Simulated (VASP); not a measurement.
Runs of VASP 6.6.1 on AlB2As3. The structure is that of space group P4/mmm (No. 123), or close to it. The cells are those of the table. 

```tsv
task	cell	k mesh	cutoff (eV)	k mesh for the DOS	occupations for the DOS	gap on the mesh (eV)	pressure (GPa)	relaxed volume (Å³/atom)	largest force (eV/Å)
single point	a = 3.830, b = 3.830, c = 7.879 Å, 6 atoms	4 × 4 × 2	520	-	-	none	0.2	-	(b)
relaxation of cell and atoms	relaxed from a = 3.860, b = 3.860, c = 7.660 Å, 6 atoms	4 × 4 × 2	600	-	-	none	-0.2	(a)	-
single point	a = 3.860, b = 3.860, c = 7.660 Å, 6 atoms	4 × 4 × 2	520	-	-	none	3.0	-	1.36
single point	a = 3.791, b = 3.791, c = 8.025 Å, 6 atoms	10 × 10 × 6	520	-	-	none	0.2	-	0.08
relaxation of cell and atoms	relaxed from a = 3.830, b = 3.830, c = 7.879 Å, 6 atoms	10 × 10 × 6	600	-	-	none	0.0	19.26	-
```

Alike in all rows: level PBE; potentials or basis VASP PAW PBE potentials, release 64 (Al, B, As); no spin polarisation; smearing gaussian 0.1 eV.

Problem. Fill in the values left out.

Solution. (a) 19.36; (b) 0.09.

Caveats: some runs use coarse meshes; forces of over 1 eV/Å act on the atoms, so gaps and moduli don't describe the material at rest (some runs).

A k mesh can miss the band edges, and the runs leave out spin-orbit coupling on As.

A gap of «none» marks levels without a gap at the run's occupations.
